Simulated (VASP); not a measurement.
Write the native input for VASP 6.6.1 that does the following.

| Item | Value |
| --- | --- |
| Task | single point |
| Functional | PBE |
| Potentials or basis | VASP PAW PBE potentials, release 64 (Ge_d) |
| Cutoff | 500 eV |
| k mesh | 12 × 12 × 12 |
| Occupations | gaussian, width 0.01 eV |
| Spin | no spin polarisation |
| Dipole correction | no |
| Further INCAR settings | ALGO = Normal; EDIFF = 1e-06; NBANDS = 21 |

The structure of Ge lies in POSCAR:

```
Ge
1.0
    0.0000000000      2.8807566785      2.8807566785
    2.8807566785      0.0000000000      2.8807566785
    2.8807566785      2.8807566785      0.0000000000
Ge
2
Direct
    0.0000000000      0.0000000000      0.0000000000
    0.2500000000      0.2500000000      0.2500000000
```

One way to write it, as run:

INCAR

```
SYSTEM = Ge
  ALGO = Normal
  EDIFF = 1E-6
  ENCUT = 500
  GGA = PE
  GGA_COMPAT = .False.
  ISIF = 2
  ISMEAR = 0
  LASPH = .True.
  LCHARG = .False.
  LREAL = .False.
  LWAVE = .False.
  NBANDS = 21
  NELM = 120
  PREC = Accurate
  SIGMA = 0.01
```

KPOINTS

```
k-points
0
Gamma
  12 12 12
  0 0 0
```

Potentials or basis: VASP PAW PBE potentials, release 64 (Ge_d).

Launch:

```bash
$ cat potpaw_PBE.64/Ge_d/POTCAR > POTCAR
$ mpirun -np 1 vasp_std > vasp.out
```

Results of the run:

```json
{"Pressure": "-0.1 GPa", "Band gap on the k mesh": "zero (filled and empty bands touch)"}
```

It took 110 s on 1 thread of Intel Xeon 8259CL, on a shared host, peak memory 0.2 GiB.
